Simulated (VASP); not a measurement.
# Al3Cu (P4/mmm) in VASP: notebook

Runs on Al3Cu. Level: r2SCAN. Tasks: single point.

All numbers are computed with VASP 6.6.1; they aren't measurements. Logs are shortened: lines on timing, memory, paths and dates and some standing lists are left out, and cuts for length are marked.

## 1. The cell of the first run

Symmetry: P4/mmm, No. 123, tetragonal system. The conventional cell has a = 2.778 Å, b = 2.778 Å, c = 7.513 Å, α = 90.00°, β = 90.00°, γ = 90.00°. Al (site symmetry 4/mmm) has 12 Al at 2.78 to 2.85 Å within 3.7 Å. Within 3.4 Å of Al (site symmetry 4mm) lie 4 Cu at 2.60 Å and 9 Al at 2.78 to 3.40 Å. Cu (site symmetry 4/mmm) has 8 Al at 2.60 Å and 4 Cu at 2.78 Å within 3.4 Å.

## 2. Single point, r2SCAN

The input, POSCAR:

```
Al3Cu
1.0
    2.7784054294      0.0000000000      0.0000000000
    0.0000000000      2.7784054294      0.0000000000
    0.0000000000      0.0000000000      7.5134034100
Al Cu
3 1
Direct
    0.0000000000      0.0000000000      0.5000000000
    0.5000000000      0.5000000000      0.2261155100
    0.5000000000      0.5000000000      0.7738844900
    0.0000000000      0.0000000000      0.0000000000
```

The input, INCAR.step1:

```
SYSTEM = Al3Cu
  PREC = Accurate
  ENCUT = 520
  ISMEAR = 0
  SIGMA = 0.1
  LREAL = .False.
  LASPH = .True.
  NELM = 100
  NBANDS = 18
  GGA = PE
  ALGO = Normal
  EDIFF = 1E-4
  LWAVE = .True.
  LCHARG = .False.
```

The input, INCAR.step2:

```
SYSTEM = Al3Cu
  PREC = Accurate
  ENCUT = 520
  EDIFF = 1E-6
  ISMEAR = 0
  SIGMA = 0.1
  LREAL = .False.
  LASPH = .True.
  NELM = 100
  ALGO = Normal
  ISIF = 2
  LWAVE = .False.
  LCHARG = .False.
  METAGGA = R2SCAN
  LMIXTAU = .True.
  NBANDS = 18
  ISTART = 1
```

The input, KPOINTS:

```
Automatic mesh
0
Gamma
  10 10 4
  0.5 0.5 0.5
```

Potentials or basis: VASP PAW PBE potentials, release 64 (Al, Cu).

Command:

```bash
$ cat potpaw_PBE.64/Al/POTCAR potpaw_PBE.64/Cu/POTCAR > POTCAR
$ cp INCAR.step1 INCAR
$ mpirun -np 1 vasp_std > vasp.out
$ cp INCAR.step2 INCAR
$ mpirun -np 1 vasp_std > vasp.out
```

OUTCAR:

```text
SYSTEM = Al3Cu
   PREC = Accurate
   ENCUT = 520
   EDIFF = 1E-6
   ISMEAR = 0
   LREAL = .False.
   LASPH = .True.
   NELM = 100
   ISIF = 2
   METAGGA = R2SCAN
   ISTART = 1

 ion  position               nearest neighbor table
   1  0.000  0.000  0.500-   2 2.85   3 2.85   2 2.85   3 2.85   2 2.85   3 2.85   2 2.85   3 2.85

   2  0.500  0.500  0.226-   4 2.60   4 2.60   4 2.60   4 2.60   1 2.85   1 2.85   1 2.85   1 2.85

   3  0.500  0.500  0.774-   4 2.60   4 2.60   4 2.60   4 2.60   1 2.85   1 2.85   1 2.85   1 2.85

   4  0.000  0.000  0.000-   2 2.60   3 2.60   2 2.60   3 2.60   2 2.60   3 2.60   2 2.60   3 2.60

  LATTYP: Found a simple tetragonal cell.
 ALAT       =     2.7784054294
 C/A-ratio  =     2.7042141980

  Lattice vectors:

 A1 = (   2.7784054294,   0.0000000000,   0.0000000000)
 A2 = (   0.0000000000,   2.7784054294,   0.0000000000)
 A3 = (   0.0000000000,   0.0000000000,   7.5134034100)

Analysis of symmetry for initial positions (statically):
=====================================================================
 Subroutine PRICEL returns:
 Original cell was already a primitive cell.

 Routine SETGRP: Setting up the symmetry group for a
 simple tetragonal supercell.

 Subroutine GETGRP returns: Found 16 space group operations
 (whereof 16 operations were pure point group operations)
 out of a pool of 16 trial point group operations.

The static configuration has the point symmetry D_4h.

Analysis of symmetry for dynamics (positions and initial velocities):
=====================================================================
 Subroutine PRICEL returns:
 Original cell was already a primitive cell.

 Routine SETGRP: Setting up the symmetry group for a
 simple tetragonal supercell.

 Subroutine GETGRP returns: Found 16 space group operations
 (whereof 16 operations were pure point group operations)
 out of a pool of 16 trial point group operations.

The dynamic configuration has the point symmetry D_4h.

 Subroutine INISYM returns: Found 16 space group operations
 (whereof 16 operations are pure point group operations),
 and found     1 'primitive' translations

----------------------------------------------------------------------------------------

                                     Primitive cell

  volume of cell :      58.0000

  direct lattice vectors                    reciprocal lattice vectors
     2.778405429  0.000000000  0.000000000     0.359918675  0.000000000  0.000000000
     0.000000000  2.778405429  0.000000000     0.000000000  0.359918675  0.000000000
     0.000000000  0.000000000  7.513403410     0.000000000  0.000000000  0.133095476

  length of vectors
     2.778405429  2.778405429  7.513403410     0.359918675  0.359918675  0.133095476

  position of ions in fractional coordinates (direct lattice)
     0.000000000  0.000000000  0.500000000
     0.500000000  0.500000000  0.226115510
     0.500000000  0.500000000  0.773884490
     0.000000000  0.000000000  0.000000000

  ion indices of the primitive-cell ions
   primitive index   ion index
                 1           1
                 2           2
                 3           3
                 4           4

----------------------------------------------------------------------------------------

 KPOINTS: Automatic mesh

Automatic generation of k-mesh.
 Grid dimensions read from file:
 generate k-points for:   10   10    4

 Generating k-lattice:

  Cartesian coordinates                     Fractional coordinates (reciprocal lattice)
     0.035991867  0.000000000  0.000000000     0.100000000  0.000000000  0.000000000
     0.000000000  0.035991867  0.000000000     0.000000000  0.100000000  0.000000000
     0.000000000  0.000000000  0.033273869     0.000000000  0.000000000  0.250000000

  Length of vectors
     0.035991867  0.035991867  0.033273869

  Shift w.r.t. Gamma in fractional coordinates (k-lattice)
     0.500000000  0.500000000  0.500000000

 Subroutine IBZKPT returns following result:
 ===========================================

 Found     30 irreducible k-points:

 Following reciprocal coordinates:
            Coordinates               Weight
  0.050000  0.050000  0.125000      8.000000
  0.150000  0.050000  0.125000     16.000000
  0.250000  0.050000  0.125000     16.000000
  0.350000  0.050000  0.125000     16.000000
  0.450000  0.050000  0.125000     16.000000
  0.150000  0.150000  0.125000      8.000000
[... 16 lines left out ...]
  0.350000  0.150000  0.375000     16.000000
  0.450000  0.150000  0.375000     16.000000
 [... further k-points ...]
   k-points           NKPTS =     30   k-points in BZ     NKDIM =     30   number of bands    NBANDS=     18
   number of dos      NEDOS =    301   number of ions     NIONS =      4
   total plane-waves  NPLWV =  32256
   dimension x,y,z NGX =    24 NGY =   24 NGZ =   56
   dimension x,y,z NGXF=    48 NGYF=   48 NGZF=  112
   ions per type =               3   1
   NGX,Y,Z   is equivalent  to a cutoff of  14.36, 14.36, 12.39 a.u.
   NGXF,Y,Z  is equivalent  to a cutoff of  28.72, 28.72, 24.78 a.u.
 SYSTEM =  Al3Cu
   PREC   = accura    normal or accurate (medium, high low for compatibility)
   ISTART =      1    job   : 0-new  1-cont  2-samecut
   ICHARG =      0    charge: 1-file 2-atom 10-const
   ISPIN  =      1    spin polarized calculation?
   LNONCOLLINEAR =      F non collinear calculations
   LSORBIT =      F    spin-orbit coupling
   LASPH  =      T    aspherical Exc in radial PAW
   ENCUT  =  520.0 eV  38.22 Ry    6.18 a.u.   5.17  5.17 13.97*2*pi/ulx,y,z
   NELM   =    100;   NELMIN=  2; NELMDL=  0     # of ELM steps
   EDIFF  = 0.1E-05   stopping-criterion for ELM
   LREAL  =      F    real-space projection
   EDIFFG = 0.1E-04   stopping-criterion for IOM
   NSW    =      0    number of steps for IOM
   IBRION =     -1    ionic relax: 0-MD 1-quasi-New 2-CG
   NFREE  =      0    steps in history (QN), initial steepest desc. (CG)
   ISIF   =      2    stress and relaxation
   ISYM   =      2    0-nonsym 1-usesym 2-fastsym
   POTIM  = 0.5000    time-step for ionic-motion
   TEBEG  =    0.0;   TEEND  =   0.0 temperature during run
   PSTRESS=    0.0 pullay stress
   NELECT =      20.0000    total number of electrons
   NUPDOWN=      -1.0000    fix difference up-down
   EMIN   =  10.00;   EMAX   =-10.00  energy-range for DOS
   EFERMI =   0.00;   METHOD = LEGACY
   ISMEAR =     0;   SIGMA  =   0.10  broadening in eV -4-tet -1-fermi 0-gaus
   EFERMI_NEDOS =   21; number of points for ismear=-14 and -15
   IALGO  =     38    algorithm
   IMIX   =      4    mixing-type and parameters
     AMIX     =   0.40;   BMIX     =  1.00
     AMIX_MAG =   1.60;   BMIX_MAG =  1.00
  volume/ion in A,a.u.               =      14.50        97.85
  Fermi-wavevector in a.u.,A,eV,Ry     =   1.148001  2.169407 17.931197  1.317906
  Thomas-Fermi vector in A             =   2.284678
   LORBIT       =      0    0 simple, 1 ext, 2 COOP (PROOUT), +10 PAW based schemes
   METAGGA = R2SCAN    functional components
   LHFCALC =     F    Hartree Fock is set to
   AEXX    =    0.0000 exact exchange contribution
   IVDW    =     0    specifies the selected vdW correction
   LEPSILON=     F    determine dielectric tensor
   LRPA    =     F    only Hartree local field effects (RPA)
 non-spin polarized calculation
 Gauss-broadening in eV      SIGMA  =   0.10
  energy-cutoff  :      520.00
  volume of cell :       58.00
 maximum number of plane-waves:      1575
 NGX is ok and might be reduce to    24
   NGX = 11   NGY = 11   NGZ = 27

 number of electron      20.0000014 magnetization

 Free energy of the ion-electron system (eV)
  ---------------------------------------------------
  ext. energy  EPLUGINS =         0.00000000
  ---------------------------------------------------
  free energy    TOTEN  =       -31.40047340 eV

  energy without entropy =      -31.39403995  energy(sigma->0) =      -31.39725667

 E-fermi :   8.5713     XC(G=0): -11.7265

 val. band max:        8.5694531738   @ k =   0.4500   0.4500   0.1250
 cond. band min:       8.6565195442   @ k =   0.4500   0.3500   0.3750
 fundamental gap:      0.0870663704
 Fermi energy:         8.5712517195

 k-point     1 :       0.0500    0.0500    0.1250
  band No.  band energies     occupation
      1      -3.2449      2.00000
      2      -1.1691      2.00000
      3       0.2284      2.00000
      4       3.9064      2.00000
      5       3.9567      2.00000
      6       4.7758      2.00000
[... 10 lines left out ...]
     17      18.3206      0.00000
     18      18.9853      0.00000

 k-point     2 :       0.1500    0.0500    0.1250
  band No.  band energies     occupation
      1      -2.8369      2.00000
      2      -0.7794      2.00000
      3       0.6138      2.00000
      4       3.9686      2.00000
      5       4.0556      2.00000
      6       4.5889      2.00000
[... 10 lines left out ...]
     17      18.8231      0.00000
     18      19.3249      0.00000

 k-point     3 :       0.2500    0.0500    0.1250
  band No.  band energies     occupation
      1      -2.0277      2.00000
      2      -0.0150      2.00000
      3       1.3631      2.00000
      4       4.0428      2.00000
      5       4.1523      2.00000
      6       4.4019      2.00000
[... 10 lines left out ...]
     17      19.1435      0.00000
     18      19.6563      0.00000

 k-point     4 :       0.3500    0.0500    0.1250
  band No.  band energies     occupation
      1      -0.8328      2.00000
      2       1.0785      2.00000
      3       2.3964      2.00000
      4       3.8894      2.00000
      5       4.0599      2.00000
      6       4.3376      2.00000
[... 375 lines left out ...]
      4       3.8628      2.00000
      5       4.1759      2.00000
      6       4.5105      2.00000
[... 10 lines left out ...]
     17      17.3534      0.00000
     18      17.7767      0.00000

 k-point    23 :       0.3500    0.1500    0.3750
  band No.  band energies     occupation
      1      -0.1339      2.00000
      2       0.5740      2.00000
      3       3.4387      2.00000
      4       3.9712      2.00000
      5       4.1106      2.00000
      6       4.4705      2.00000
[... 10 lines left out ...]
     17      18.1340      0.00000
     18      18.6429      0.00000

 k-point    24 :       0.4500    0.1500    0.3750
  band No.  band energies     occupation
      1       1.3679      2.00000
      2       1.9777      2.00000
      3       3.0328      2.00000
      4       3.3234      2.00000
      5       4.0759      2.00000
      6       4.2791      2.00000
[... 10 lines left out ...]
     17      16.9981      0.00000
     18      18.1284      0.00000

 [... further k-points ...]
[... 5 lines left out ...]
  --------------------------------------------------------------------------------------
  -------------------------------------------------------------------------------------
  Total        0.1509430      0.1509430      0.0485911      0.0000000      0.0000000      0.0000000
  in kB        4.1696123      4.1696123      1.3422676      0.0000000      0.0000000      0.0000000
  external PRESSURE =       3.2271641 kB  Pullay stress =       0.0000000 kB

 VOLUME and BASIS-vectors are now :
 -----------------------------------------------------------------------------
  energy-cutoff  :      520.00
  volume of cell :       58.00
      direct lattice vectors                 reciprocal lattice vectors
     2.778405429  0.000000000  0.000000000     0.359918675  0.000000000  0.000000000
     0.000000000  2.778405429  0.000000000     0.000000000  0.359918675  0.000000000
     0.000000000  0.000000000  7.513403410     0.000000000  0.000000000  0.133095476

 POSITION                                       TOTAL-FORCE (eV/Angst)
 -----------------------------------------------------------------------------------
      0.00000      0.00000      3.75670         0.000000      0.000000      0.000000
      1.38920      1.38920      1.69890        -0.000000     -0.000000     -0.052080
      1.38920      1.38920      5.81451         0.000000     -0.000000      0.052080
      0.00000      0.00000      0.00000         0.000000      0.000000      0.000000
 -----------------------------------------------------------------------------------
    total drift:                                0.000000      0.000000     -0.000000

  FREE ENERGIE OF THE ION-ELECTRON SYSTEM (eV)
  ---------------------------------------------------
  free  energy   TOTEN  =       -31.4004733966 eV

  energy  without entropy=      -31.3940399497  energy(sigma->0) =      -31.39725667
```

Run time: 58 s. Hardware: 1 thread of Intel Xeon 6975P-C (Granite Rapids), shared host; peak memory 0.18 GiB.

Results:

| Item | Value |
| --- | --- |
| Free energy | -31.4005 eV |
| Pressure | 0.3 GPa |
| Largest force | 0.052 eV/Å |
| Band gap on the k mesh | zero (band 10 reaches 12.36 eV, above the bottom of band 11 at 7.16 eV) |

Forces in eV/Å, atoms in the order of the input:
```
Al   0.000  0.000  0.000
Al   0.000  0.000 -0.052
Al   0.000  0.000  0.052
Cu   0.000  0.000  0.000
```

Stress tensor (GPa, compression positive):
```
0.42 0.00 0.00
0.00 0.42 0.00
0.00 0.00 0.13
```

Caveat: the PAW data sets were made with another functional, which shifts forces and pressure a little.

## 3. Single point, r2SCAN

POSCAR is that of step 2.

The input, INCAR.step1:

```
ALGO     = Normal         # electronic algorithm
EDIFF    = 1E-4           # SCF threshold, eV
ENCUT    = 520            # plane-wave cutoff, eV
GGA      = PE             # functional
ISMEAR   = 0              # smearing method
LASPH    = True           # aspherical terms in the spheres
LCHARG   = False          # write CHGCAR
LREAL    = False          # projectors in reciprocal space
LWAVE    = True           # write WAVECAR
NBANDS   = 18             # bands
NELM     = 80             # most SCF steps
PREC     = Accurate       # precision mode
SIGMA    = 0.1            # smearing width, eV
```

The input, INCAR.step2:

```
ALGO     = Normal         # electronic algorithm
EDIFF    = 1E-6           # SCF threshold, eV
ENCUT    = 520            # plane-wave cutoff, eV
ISIF     = 2              # what is computed and relaxed
ISMEAR   = 0              # smearing method
ISTART   = 1            
LASPH    = True           # aspherical terms in the spheres
LCHARG   = False          # write CHGCAR
LMIXTAU  = True         
LREAL    = False          # projectors in reciprocal space
LWAVE    = False          # write WAVECAR
METAGGA  = R2SCAN         # meta-GGA
NBANDS   = 18             # bands
NELM     = 80             # most SCF steps
PREC     = Accurate       # precision mode
SIGMA    = 0.1            # smearing width, eV
```

The input, KPOINTS:

```
k-points
0
Gamma
  12 12 6
```

Potentials or basis: VASP PAW PBE potentials, release 64 (Al, Cu).

Command:

```bash
$ cat potpaw_PBE.64/Al/POTCAR potpaw_PBE.64/Cu/POTCAR > POTCAR
$ cp INCAR.step1 INCAR
$ mpirun -np 1 vasp_std > vasp.out
$ cp INCAR.step2 INCAR
$ mpirun -np 1 vasp_std > vasp.out
```

Run time: 3 min. Hardware: 1 thread of Intel Xeon 6975P-C (Granite Rapids), shared host; peak memory 0.25 GiB.

It converged, with:

```
Free energy            : -31.3985 eV
Pressure               : 0.4 GPa
Largest force          : 0.147 eV/Å
Band gap on the k mesh : zero (band 10 reaches 13.17 eV, above the bottom of band 11 at 6.68 eV)
```

Forces on the atoms (eV/Å):
```
Al   0.000  0.000  0.000
Al   0.000  0.000 -0.147
Al   0.000  0.000  0.147
Cu   0.000  0.000  0.000
```

Stress tensor (GPa, compression positive):
```
0.15 0.00 0.00
0.00 0.15 0.00
0.00 0.00 0.93
```

Levels at points of the mesh, in eV from the Fermi level:
```tsv
k point	band 7	band 8	band 9	band 10	band 11	band 12	band 13	band 14
(0.00, 0.00, 0.00)	-3.67	-3.28	-1.79	0.82	6.56	7.07	7.07	8.33
(0.50, 0.00, 0.00)	-3.76	-3.74	-3.57	-2.40	-1.84	2.96	4.21	4.58
(0.50, 0.50, 0.00)	-2.76	-0.60	-0.37	0.21	0.21	0.49	0.49	0.65
(0.00, 0.00, 0.50)	-3.67	-3.61	-3.28	4.66	6.21	6.56	7.61	7.61
(0.50, 0.00, 0.50)	-3.76	-3.57	-2.71	-1.01	-0.87	0.18	1.06	9.39
(0.50, 0.50, 0.50)	-1.89	-1.88	-1.88	-0.64	-0.58	0.63	2.00	3.48
```

Caveat: the PAW data sets were made with another functional, which shifts forces and pressure a little.
